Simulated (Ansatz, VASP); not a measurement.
# Al6O in VASP and in Ansatz

```
Al O
1.0
     2.86710    0.00000    0.00000
    -1.43355    2.48298    0.00000
     0.00000    0.00000   14.66398
Al O
6 1
Direct
  0.33333 0.66667 0.06850
  0.00000 0.00000 0.86314
  0.66667 0.33333 0.70094
  0.00000 0.00000 0.38187
  0.33333 0.66667 0.54098
  0.66667 0.33333 0.22245
  0.00000 0.00000 0.00311
```

Alike in both runs: functional PBE; k mesh 6 × 6 × 2; occupations gaussian, width 0.2 eV; no spin polarisation.

Ansatz relaxed the structure, and its values are those at the end. VASP's run is a single point on that final structure, the one shown.

|  | VASP | Ansatz |
| --- | --- | --- |
| version | VASP 6.6.1 | Ansatz 0.2.0 |
| potentials or method | VASP PAW PBE potentials, release 64 (Al, O), cutoff 520 eV | scalar-relativistic, plane waves, PAW |
| valence electrons in the cell | 24 | 24 |

Ansatz gave:

| Quantity | Value |
| --- | --- |
| gap on the k mesh at the Fermi level (eV) | none |
| pressure (GPa) | 0.1 |
| rms of the force components (eV/Å) | 0.004 |

Q: What did VASP give for the same quantities?

A: gap on the k mesh at the Fermi level (eV): none; pressure (GPa): 0.0; rms of the force components (eV/Å): 0.002.

A gap of «none» marks a metal or a gap that the smearing closes.

The k mesh is coarse, so the values compare programs but aren't converged.
